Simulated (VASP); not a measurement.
Runs of VASP 6.6.1 on HfB2. The structure is that of space group P6/mmm (No. 191), or close to it. The cells are those of the table. 

| cell | gap on the mesh (eV) | pressure (GPa) |
| --- | --- | --- |
| a = 3.098, b = 3.098, c = 3.433 Å, angles 90.0, 90.0, 120.0°, 3 atoms | none | (b) |
| a = 3.202, b = 3.202, c = 3.548 Å, angles 90.0, 90.0, 120.0°, 3 atoms | none | -12.4 |
| a = 3.140, b = 3.140, c = 3.480 Å, angles 90.0, 90.0, 120.0°, 3 atoms | none | 1.0 |
| a = 3.119, b = 3.119, c = 3.457 Å, angles 90.0, 90.0, 120.0°, 3 atoms | none | 6.4 |
| a = 3.076, b = 3.076, c = 3.409 Å, angles 90.0, 90.0, 120.0°, 3 atoms | none | 18.9 |
| a = 3.161, b = 3.161, c = 3.503 Å, angles 90.0, 90.0, 120.0°, 3 atoms | none | -3.9 |
| a = 3.181, b = 3.181, c = 3.526 Å, angles 90.0, 90.0, 120.0°, 3 atoms | none | (a) |

Alike in all rows: task single point; level PBE; potentials or basis VASP PAW PBE potentials, release 64 (Hf_pv, B); no spin polarisation; k mesh 11 × 11 × 8; cutoff (eV) 520; smearing fermi-dirac 0.1 eV.

Fill in the values left out.

(a) -8.4; (b) 12.4.

Caveats: spin-orbit coupling is left out, which moves the levels of the heavy elements.

A k mesh can miss the band edges, and the runs leave out spin-orbit coupling on Hf.

A gap of «none» marks levels without a gap at the run's occupations.
